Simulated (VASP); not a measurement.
# BiSbTe2S (P4/mmm) in VASP: single point with PBE

Aim: the single point of BiSbTe2S with PBE.

Everything below comes from runs of VASP 6.6.1. Logs are shortened: lines on timing, memory, paths and dates and some standing lists are left out, and cuts for length are marked.

## (1) The cell of the first run

Symmetry: P4/mmm, No. 123, tetragonal system. The conventional cell has a = 4.371 Å, b = 4.371 Å, c = 10.944 Å, α = 90.00°, β = 90.00°, γ = 90.00°. Sb (site symmetry 4/mmm) has 4 Bi at 3.09 Å within 4.1 Å. Bi (site symmetry 4/mmm) has 2 Te at 3.07 Å and 4 Sb at 3.09 Å within 4.0 Å. Te (site symmetry 4mm) has 1 S at 2.40 Å and 1 Bi at 3.07 Å within 3.2 Å. S (site symmetry 4/mmm) has 2 Te at 2.40 Å within 3.2 Å.

## (2) Single point, PBE

The input, POSCAR:

```
BiSbTe2S
1.0
    4.3712406918      0.0000000000      0.0000000000
    0.0000000000      4.3712406918      0.0000000000
    0.0000000000      0.0000000000     10.9440666764
Sb Bi Te S
1 1 2 1
Direct
    0.0000000000      0.0000000000      0.5000000000
    0.5000000000      0.5000000000      0.5000000000
    0.5000000000      0.5000000000      0.2193364803
    0.5000000000      0.5000000000      0.7806635197
    0.5000000000      0.5000000000      0.0000000000
```

The input, INCAR.step1:

```
SYSTEM = BiSbTe2S
ALGO = Normal
EDIFF = 1E-7
ENCUT = 520
GGA = PE
ISIF = 2
ISMEAR = 0
LASPH = .True.
LCHARG = .True.
LREAL = .False.
LWAVE = .False.
NBANDS = 27
NELM = 100
PREC = Accurate
SIGMA = 0.1
```

The input, KPOINTS.step1:

```
k-points
0
Gamma
  8 8 4
  0 0 0
```

The input, INCAR.step2:

```
SYSTEM = BiSbTe2S
ALGO = Normal
EDIFF = 1E-7
ENCUT = 520
GGA = PE
ICHARG = 11
ISIF = 2
ISMEAR = -5
LASPH = .True.
LCHARG = .False.
LORBIT = 11
LREAL = .False.
LWAVE = .False.
NBANDS = 27
NEDOS = 2001
NELM = 100
PREC = Accurate
SIGMA = 0.1
```

The input, KPOINTS.step2:

```
k-points
0
Gamma
  12 12 6
  0 0 0
```

Potentials or basis: VASP PAW PBE potentials, release 64 (Sb, Bi_d, Te, S).

On the command line:

```sh
$ cat potpaw_PBE.64/Sb/POTCAR potpaw_PBE.64/Bi_d/POTCAR potpaw_PBE.64/Te/POTCAR potpaw_PBE.64/S/POTCAR > POTCAR
$ cp INCAR.step1 INCAR
$ cp KPOINTS.step1 KPOINTS
$ mpirun -np 1 vasp_std > vasp.out
$ cp INCAR.step2 INCAR
$ cp KPOINTS.step2 KPOINTS
$ mpirun -np 1 vasp_std > vasp.out
```

OUTCAR:

```text
SYSTEM = BiSbTe2S
   EDIFF = 1E-7
   ENCUT = 520
   GGA = PE
   ICHARG = 11
   ISIF = 2
   ISMEAR = -5
   LASPH = .True.
   LORBIT = 11
   LREAL = .False.
   NELM = 100
   PREC = Accurate

 ion  position               nearest neighbor table
   1  0.000  0.000  0.500-   2 3.09   2 3.09   2 3.09   2 3.09
   2  0.500  0.500  0.500-   3 3.07   4 3.07   1 3.09   1 3.09   1 3.09   1 3.09
   3  0.500  0.500  0.219-   5 2.40   2 3.07
   4  0.500  0.500  0.781-   5 2.40   2 3.07
   5  0.500  0.500  0.000-   3 2.40   4 2.40

  LATTYP: Found a simple tetragonal cell.
 ALAT       =     4.3712406918
 C/A-ratio  =     2.5036522690

  Lattice vectors:

 A1 = (   4.3712406918,   0.0000000000,   0.0000000000)
 A2 = (   0.0000000000,   4.3712406918,   0.0000000000)
 A3 = (   0.0000000000,   0.0000000000,  10.9440666764)

Analysis of symmetry for initial positions (statically):
=====================================================================
 Subroutine PRICEL returns:
 Original cell was already a primitive cell.

 Routine SETGRP: Setting up the symmetry group for a
 simple tetragonal supercell.

 Subroutine GETGRP returns: Found 16 space group operations
 (whereof 16 operations were pure point group operations)
 out of a pool of 16 trial point group operations.

The static configuration has the point symmetry D_4h.

Analysis of symmetry for dynamics (positions and initial velocities):
=====================================================================
 Subroutine PRICEL returns:
 Original cell was already a primitive cell.

 Routine SETGRP: Setting up the symmetry group for a
 simple tetragonal supercell.

 Subroutine GETGRP returns: Found 16 space group operations
 (whereof 16 operations were pure point group operations)
 out of a pool of 16 trial point group operations.

The dynamic configuration has the point symmetry D_4h.

 Subroutine INISYM returns: Found 16 space group operations
 (whereof 16 operations are pure point group operations),
 and found     1 'primitive' translations

----------------------------------------------------------------------------------------

                                     Primitive cell

  volume of cell :     209.1164

  direct lattice vectors                    reciprocal lattice vectors
     4.371240692  0.000000000  0.000000000     0.228768002  0.000000000  0.000000000
     0.000000000  4.371240692  0.000000000     0.000000000  0.228768002  0.000000000
     0.000000000  0.000000000 10.944066676     0.000000000  0.000000000  0.091373712

  length of vectors
     4.371240692  4.371240692 10.944066676     0.228768002  0.228768002  0.091373712

  position of ions in fractional coordinates (direct lattice)
     0.000000000  0.000000000  0.500000000
     0.500000000  0.500000000  0.500000000
     0.500000000  0.500000000  0.219336480
     0.500000000  0.500000000  0.780663520
     0.500000000  0.500000000  0.000000000

  ion indices of the primitive-cell ions
   primitive index   ion index
                 1           1
                 2           2
                 3           3
                 4           4
                 5           5

----------------------------------------------------------------------------------------

 KPOINTS: k-points

Automatic generation of k-mesh.
 Grid dimensions read from file:
 generate k-points for:   12   12    6

 Generating k-lattice:

  Cartesian coordinates                     Fractional coordinates (reciprocal lattice)
     0.019064000  0.000000000  0.000000000     0.083333333  0.000000000  0.000000000
     0.000000000  0.019064000  0.000000000     0.000000000  0.083333333  0.000000000
     0.000000000  0.000000000  0.015228952     0.000000000  0.000000000  0.166666667

  Length of vectors
     0.019064000  0.019064000  0.015228952

  Shift w.r.t. Gamma in fractional coordinates (k-lattice)
     0.000000000  0.000000000  0.000000000

 TETIRR: Found   1296 inequivalent tetrahedra from     5184

 Subroutine IBZKPT returns following result:
 ===========================================

 Found    112 irreducible k-points:

 Following reciprocal coordinates:
            Coordinates               Weight
  0.000000  0.000000  0.000000      1.000000
  0.083333  0.000000  0.000000      4.000000
  0.166667  0.000000  0.000000      4.000000
  0.250000  0.000000  0.000000      4.000000
  0.333333  0.000000  0.000000      4.000000
  0.416667  0.000000  0.000000      4.000000
[... 16 lines left out ...]
  0.333333  0.333333  0.000000      4.000000
  0.416667  0.333333  0.000000      8.000000
 [... further k-points ...]
   k-points           NKPTS =    112   k-points in BZ     NKDIM =    112   number of bands    NBANDS=     27
   number of dos      NEDOS =   2001   number of ions     NIONS =      5
   total plane-waves  NPLWV = 108864
   dimension x,y,z NGX =    36 NGY =   36 NGZ =   84
   dimension x,y,z NGXF=    72 NGYF=   72 NGZF=  168
   ions per type =               1   1   2   1
   NGX,Y,Z   is equivalent  to a cutoff of  13.69, 13.69, 12.76 a.u.
   NGXF,Y,Z  is equivalent  to a cutoff of  27.38, 27.38, 25.52 a.u.
 SYSTEM =  BiSbTe2S
   PREC   = accura    normal or accurate (medium, high low for compatibility)
   ISTART =      0    job   : 0-new  1-cont  2-samecut
   ICHARG =     11    charge: 1-file 2-atom 10-const
   ISPIN  =      1    spin polarized calculation?
   LNONCOLLINEAR =      F non collinear calculations
   LSORBIT =      F    spin-orbit coupling
   LASPH  =      T    aspherical Exc in radial PAW
   ENCUT  =  520.0 eV  38.22 Ry    6.18 a.u.   8.13  8.13 20.35*2*pi/ulx,y,z
   NELM   =    100;   NELMIN=  2; NELMDL=  0     # of ELM steps
   EDIFF  = 0.1E-06   stopping-criterion for ELM
   LREAL  =      F    real-space projection
   EDIFFG = 0.1E-05   stopping-criterion for IOM
   NSW    =      0    number of steps for IOM
   IBRION =     -1    ionic relax: 0-MD 1-quasi-New 2-CG
   NFREE  =      0    steps in history (QN), initial steepest desc. (CG)
   ISIF   =      2    stress and relaxation
   ISYM   =      2    0-nonsym 1-usesym 2-fastsym
   POTIM  = 0.5000    time-step for ionic-motion
   TEBEG  =    0.0;   TEEND  =   0.0 temperature during run
   PSTRESS=    0.0 pullay stress
   NELECT =      38.0000    total number of electrons
   NUPDOWN=      -1.0000    fix difference up-down
   EMIN   =  10.00;   EMAX   =-10.00  energy-range for DOS
   EFERMI =   0.00;   METHOD = LEGACY
   ISMEAR =    -5;   SIGMA  =   0.10  broadening in eV -4-tet -1-fermi 0-gaus
   EFERMI_NEDOS =   21; number of points for ismear=-14 and -15
   IALGO  =     38    algorithm
   IMIX   =      4    mixing-type and parameters
     AMIX     =   0.40;   BMIX     =  1.00
     AMIX_MAG =   1.60;   BMIX_MAG =  1.00
  volume/ion in A,a.u.               =      41.82       282.24
  Fermi-wavevector in a.u.,A,eV,Ry     =   0.927271  1.752288 11.698716  0.859831
  Thomas-Fermi vector in A             =   2.053323
   LORBIT       =     11    0 simple, 1 ext, 2 COOP (PROOUT), +10 PAW based schemes
   GGA     = PE    functional components
   LHFCALC =     F    Hartree Fock is set to
   AEXX    =    0.0000 exact exchange contribution
   IVDW    =     0    specifies the selected vdW correction
   LEPSILON=     F    determine dielectric tensor
   LRPA    =     F    only Hartree local field effects (RPA)
 non-spin polarized calculation
 Fermi weights with tetrahedron method with Bloechl corrections
  energy-cutoff  :      520.00
  volume of cell :      209.12
 maximum number of plane-waves:      5704
 NGX is ok and might be reduce to    36

 number of electron      37.9999997 magnetization

 Free energy of the ion-electron system (eV)
  ---------------------------------------------------
  ext. energy  EPLUGINS =         0.00000000
  ---------------------------------------------------
  free energy    TOTEN  =       -15.81055618 eV

  energy without entropy =      -15.81055618  energy(sigma->0) =      -15.81055618

 E-fermi :   2.7133     XC(G=0):  -7.7568

 val. band max:        2.7419611613   @ k =   0.3333   0.0833   0.1667
 cond. band min:       2.6682662366   @ k =   0.2500   0.2500   0.5000
 fundamental gap:     -0.0736949247
 Fermi energy:         2.7132898726

 k-point     1 :       0.0000    0.0000    0.0000
  band No.  band energies     occupation
      1     -20.1899      2.00000
      2     -20.1514      2.00000
      3     -20.1417      2.00000
      4     -20.1338      2.00000
      5     -20.1338      2.00000
      6     -10.9277      2.00000
[... 19 lines left out ...]
     26       7.4601      0.00000
     27       8.5638      0.00000

 k-point     2 :       0.0833    0.0000    0.0000
  band No.  band energies     occupation
      1     -20.1895      2.00000
      2     -20.1521      2.00000
      3     -20.1410      2.00000
      4     -20.1341      2.00000
      5     -20.1338      2.00000
      6     -10.9217      2.00000
[... 19 lines left out ...]
     26       7.1391      0.00000
     27       8.3996      0.00000

 k-point     3 :       0.1667    0.0000    0.0000
  band No.  band energies     occupation
      1     -20.1884      2.00000
      2     -20.1540      2.00000
      3     -20.1391      2.00000
      4     -20.1348      2.00000
      5     -20.1337      2.00000
      6     -10.9054      2.00000
[... 594 lines left out ...]
      1     -20.1808      2.00000
      2     -20.1670      2.00000
      3     -20.1364      2.00000
      4     -20.1362      2.00000
      5     -20.1256      2.00000
      6     -10.8034      2.00000
[... 19 lines left out ...]
     26       8.0180      0.00000
     27       8.8898      0.00000

 k-point    24 :       0.4167    0.3333    0.0000
  band No.  band energies     occupation
      1     -20.1797      2.00000
      2     -20.1689      2.00000
      3     -20.1370      2.00000
      4     -20.1362      2.00000
      5     -20.1236      2.00000
      6     -10.7891      2.00000
[... 19 lines left out ...]
     26       7.7385      0.00000
     27       8.8181      0.00000

 [... further k-points ...]

------------------------ aborting loop because EDIFF is reached ----------------------------------------

  FORCE on cell =-STRESS in cart. coord.  units (eV):
  Direction    XX          YY          ZZ          XY          YZ          ZX
  --------------------------------------------------------------------------------------
  -------------------------------------------------------------------------------------
  Total        0.7857859      0.7857859     -0.1938747      0.0000000     -0.0000000      0.0000000
  in kB        6.0204177      6.0204177     -1.4854005      0.0000000     -0.0000000      0.0000000
  external PRESSURE =       3.5184783 kB  Pullay stress =       0.0000000 kB

 VOLUME and BASIS-vectors are now :
 -----------------------------------------------------------------------------
  energy-cutoff  :      520.00
  volume of cell :      209.12
      direct lattice vectors                 reciprocal lattice vectors
     4.371240692  0.000000000  0.000000000     0.228768002  0.000000000  0.000000000
     0.000000000  4.371240692  0.000000000     0.000000000  0.228768002  0.000000000
     0.000000000  0.000000000 10.944066676     0.000000000  0.000000000  0.091373712

 POSITION                                       TOTAL-FORCE (eV/Angst)
 -----------------------------------------------------------------------------------
      0.00000      0.00000      5.47203        -0.000000     -0.000000      0.000000
      2.18562      2.18562      5.47203        -0.000000     -0.000000      0.000000
      2.18562      2.18562      2.40043         0.000000      0.000000      0.035327
      2.18562      2.18562      8.54363        -0.000000      0.000000     -0.035327
      2.18562      2.18562      0.00000        -0.000000     -0.000000      0.000000
 -----------------------------------------------------------------------------------
    total drift:                                0.000000      0.000000      0.000000

  FREE ENERGIE OF THE ION-ELECTRON SYSTEM (eV)
  ---------------------------------------------------
  free  energy   TOTEN  =       -15.8105561761 eV

  energy  without entropy=      -15.8105561761  energy(sigma->0) =      -15.81055618

 total charge

# of ion       s       p       d       tot
------------------------------------------
    1        1.224   1.103   0.021   2.349
    2        1.536   1.315   9.938  12.789
    3        1.422   1.813   0.040   3.275
    4        1.422   1.813   0.040   3.275
    5        1.377   2.237   0.000   3.614
--------------------------------------------------
tot          6.981   8.281  10.040  25.302
```

Run time: 4.6 min. Hardware: 1 thread of Intel Xeon 6975P-C (Granite Rapids), shared host; peak memory 0.81 GiB.

What came out:

* Valence electrons inside the program's atomic spheres: Sb 2.35; Bi 12.79; Te 3.27; S 3.61

Levels at points of the mesh, in eV from the Fermi level:
```tsv
k point	band 16	band 17	band 18	band 19	band 20	band 21	band 22	band 23
(0.00, 0.00, 0.00)	-1.41	-0.50	-0.50	0.08	0.79	0.79	1.32	3.55
(0.50, 0.00, 0.00)	-0.38	-0.30	-0.08	-0.02	-0.01	0.01	0.48	0.82
(0.50, 0.50, 0.00)	-1.82	-1.82	-0.29	-0.20	-0.20	0.35	0.45	4.42
(0.00, 0.00, 0.50)	-2.26	-0.26	-0.26	0.31	0.59	0.59	3.56	3.61
(0.50, 0.00, 0.50)	-1.43	-0.82	-0.01	0.13	0.58	0.59	0.70	0.77
(0.50, 0.50, 0.50)	-2.09	-1.52	-1.52	-0.50	-0.50	-0.29	3.87	4.47
```

Caveat: spin-orbit coupling is left out, which moves the levels of the heavy elements; tetrahedron occupations give inexact forces and stress in metals.
